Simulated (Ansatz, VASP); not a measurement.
LiF: VASP beside Ansatz

POSCAR

```
LiF
1.0
    3.1734430103      0.0000000000      0.0000000000
   -1.5867215051      2.7482822644      0.0000000000
    0.0000000000      0.0000000000      4.5057633622
Li F
2 2
Direct
    0.3333333333      0.6666666667     -0.0218484462
    0.6666666667      0.3333333333      0.4781515538
    0.3333333333      0.6666666667      0.3968484462
    0.6666666667      0.3333333333      0.8968484462
```

INCAR.step1

```
  ALGO = Normal
  EDIFF = 1E-4
  ENCUT = 520
  GGA = PE
  ISMEAR = 0
  LASPH = True
  LCHARG = False
  LREAL = False
  LWAVE = True
  NBANDS = 18
  NELM = 100
  PREC = Accurate
  SIGMA = 0.01
```

INCAR.step2

```
  ALGO = Normal
  EDIFF = 1E-6
  ENCUT = 520
  ISIF = 2
  ISMEAR = 0
  ISTART = 1
  LASPH = True
  LCHARG = False
  LMIXTAU = True
  LREAL = False
  LWAVE = False
  METAGGA = R2SCAN
  NBANDS = 18
  NELM = 100
  PREC = Accurate
  SIGMA = 0.01
```

KPOINTS

```
k-points
0
Gamma
  12 12 6
```

Input for Ansatz:

```yaml
crystal:
  lattice:
    - [3.1734430103, 0.0, 0.0]
    - [-1.5867215051, 2.7482822644, 0.0]
    - [0.0, 0.0, 4.5057633622]
  atoms:
    - { symbol: Li, position: [0.3333333333, 0.6666666667, -0.0218484462] }
    - { symbol: Li, position: [0.6666666667, 0.3333333333, 0.4781515538] }
    - { symbol: F, position: [0.3333333333, 0.6666666667, 0.3968484462] }
    - { symbol: F, position: [0.6666666667, 0.3333333333, 0.8968484462] }
kpoints:
  mp_grid: { grid: [12, 12, 6] }
  band_path:
    path:
      - [0.0, 0.0, 0.0]
      - [0.5, 0.0, 0.0]
      - [0.3333333333, 0.3333333333, 0.0]
      - [0.0, 0.0, 0.5]
      - [0.5, 0.0, 0.5]
      - [0.3333333333, 0.3333333333, 0.5]
    npoints: 1
hamiltonian:
  xc: r2scan
scf:
  occupations: { method: fixed }
  n_extra_bands: 5
output:
  forces: true
  stress: true
  eigenvalues: true
```

Change from the starting cell: epitaxial_xy strain +3.0%.

Alike in both runs: task single point; functional r2SCAN; k mesh 12 × 12 × 6; no spin polarisation.

|  | VASP | Ansatz |
| --- | --- | --- |
| version | VASP 6.6.1 | Ansatz 0.2.0 |
| potentials or method | VASP PAW PBE potentials, release 64 (Li_sv, F) | plane waves, PAW |
| plane-wave cutoff (eV) | 520 | 500 |
| occupations | gaussian, width 0.01 eV | fixed |
| valence electrons in the cell | 20 | 20 |

Ansatz gave:

```
gap on the k mesh at the Fermi level (eV) : 8.38
rms of the force components (eV/Å)        : 0.002
```

**Question.** Estimate VASP's values.

**Answer.** gap on the k mesh at the Fermi level (eV): 8.47; rms of the force components (eV/Å): 0.009.

VASP's potentials were made for PBE, not for r2SCAN. Atom by atom the forces differ by 0.007 eV/Å (rms over components).

Noted on VASP's run: the cutoff is under 1.25 times that of the potentials, so the pressure is a little rough.
